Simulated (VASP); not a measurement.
Here is a VASP 6.6.1 calculation.

Contents of INCAR:

```
SYSTEM = Au
  PREC = Accurate
  ENCUT = 520
  EDIFF = 1E-6
  ISMEAR = -1
  SIGMA = 0.03
  LREAL = .False.
  LASPH = .True.
  NELM = 150
  ALGO = Normal
  ISIF = 2
  LWAVE = .False.
  LCHARG = .False.
  LMAXMIX = 4
  LDAU = .True.
  LDAUTYPE = 2
  LDAUL = 2
  LDAUU = 2
  LDAUJ = 0
  LDAUPRINT = 1
  GGA = CA
  NBANDS = 12
```

File KPOINTS:

```
regular mesh
0
Gamma
  15 15 15
  0 0 0
```

POSCAR

```
Au
1.0
    0.0000000000      2.1265496363      2.1265496363
    2.1265496363      0.0000000000      2.1265496363
    2.1265496363      2.1265496363      0.0000000000
Au
1
Direct
    0.0000000000      0.0000000000      0.0000000000
```

Potentials or basis: VASP PAW LDA potentials, release 64 (Au).

Launch:

```sh
$ cat potpaw_LDA.64/Au/POTCAR > POTCAR
$ mpirun -np 1 vasp_std > vasp.out
```

(1) What does it give for the pressure?

Results:

(1) -18.4 GPa.

Caveat: U without spin polarisation on a metal has little footing; the U is typed as a test and isn't derived for this compound.
